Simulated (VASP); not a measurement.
Wanted: the native input for a VASP 6.6.1 run.

```yaml
Task: single point
Functional: r2SCAN
Potentials_or_basis: VASP PAW PBE potentials, release 64 (Al, Ni)
Cutoff: 520 eV
k_mesh: 20 × 20 × 18
Occupations: gaussian, width 0.1 eV
Spin: no spin polarisation
Dipole_correction: no
Further_INCAR_settings: ALGO = Normal; EDIFF = 1e-06; NBANDS = 14
```

AlNi:

```
Al Ni
1.0
     1.93869   -1.95319    0.00000
     1.93869    1.95319    0.00000
     0.00000    0.00000    3.09943
Al Ni
1 1
Direct
  0.00000 0.00000 0.00000
  0.50000 0.50000 0.50000
```

These files were run (other wordings do the same):

POSCAR

```
AlNi
1.0
    1.9386940000     -1.9531901500      0.0000000000
    1.9386940000      1.9531901500      0.0000000000
    0.0000000000      0.0000000000      3.0994300413
Al Ni
1 1
Direct
    0.0000000000      0.0000000000      0.0000000000
    0.5000000000      0.5000000000      0.5000000000
```

INCAR.step1

```
SYSTEM = AlNi
PREC = Accurate
ENCUT = 520
ISMEAR = 0
SIGMA = 0.1
LREAL = .FALSE.
LASPH = .TRUE.
NELM = 60
NBANDS = 14
GGA = PE
ALGO = Normal
EDIFF = 1E-4
LWAVE = .TRUE.
LCHARG = .FALSE.
```

INCAR.step2

```
SYSTEM = AlNi
PREC = Accurate
ENCUT = 520
EDIFF = 1E-6
ISMEAR = 0
SIGMA = 0.1
LREAL = .FALSE.
LASPH = .TRUE.
NELM = 60
ALGO = Normal
ISIF = 2
LWAVE = .FALSE.
LCHARG = .FALSE.
METAGGA = R2SCAN
LMIXTAU = .TRUE.
NBANDS = 14
ISTART = 1
```

KPOINTS

```
regular mesh
0
G
  20 20 18
  0 0 0
```

Potentials or basis: VASP PAW PBE potentials, release 64 (Al, Ni).

The run is started by

```sh
$ cat potpaw_PBE.64/Al/POTCAR potpaw_PBE.64/Ni/POTCAR > POTCAR
$ cp INCAR.step1 INCAR
$ mpirun -np 1 vasp_std > vasp.out
$ cp INCAR.step2 INCAR
$ mpirun -np 1 vasp_std > vasp.out
```

Results of the run:

- Pressure: 0.4 GPa

Caveat: the PAW data sets were made with another functional, which shifts forces and pressure a little.

Wall time 9.4 min on 1 thread of Intel Xeon 6975P-C, on a shared host, peak memory 0.46 GiB.
